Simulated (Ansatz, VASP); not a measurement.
**CaO: VASP beside Ansatz**

```xyz
8
Lattice="-3.5675 3.5675 3.5675 3.5675 -3.5675 3.5675 3.5675 3.5675 -3.5675" Properties=species:S:1:pos:R:3 pbc="T T T"
Ca   -1.1519    1.1519    1.1519
Ca    2.4156    2.4156    2.4156
Ca    1.1519   -1.1519    1.1519
Ca    1.1519    1.1519   -1.1519
O     2.4346   -2.4346    2.4346
O     1.1329    1.1329    1.1329
O    -2.4346    2.4346    2.4346
O     2.4346    2.4346   -2.4346
```

Alike in both runs: functional PBE; k mesh 6 × 6 × 6; occupations gaussian, width 0.02 eV; no spin polarisation.

Ansatz relaxed the structure, and its values are those at the end. VASP's run is a single point on that final structure, the one shown.

|  | VASP | Ansatz |
| --- | --- | --- |
| version | VASP 6.6.1 | Ansatz 0.2.0 |
| potentials or method | VASP PAW PBE potentials, release 64 (Ca_sv, O), cutoff 520 eV | scalar-relativistic, plane waves, PAW |
| valence electrons in the cell | 64 | 64 |

|  | VASP | Ansatz | Ansatz less VASP |
| --- | --- | --- | --- |
| gap on the k mesh at the Fermi level (eV) | 2.54 | 2.55 | +0.012 |
| least direct gap on the mesh (eV) | 2.74 | 2.75 | +0.008 |
| pressure (GPa) | 0.4 | 0.0 | -0.36 |
| rms of the force components (eV/Å) | 0.010 | 0.001 | -0.0091 |
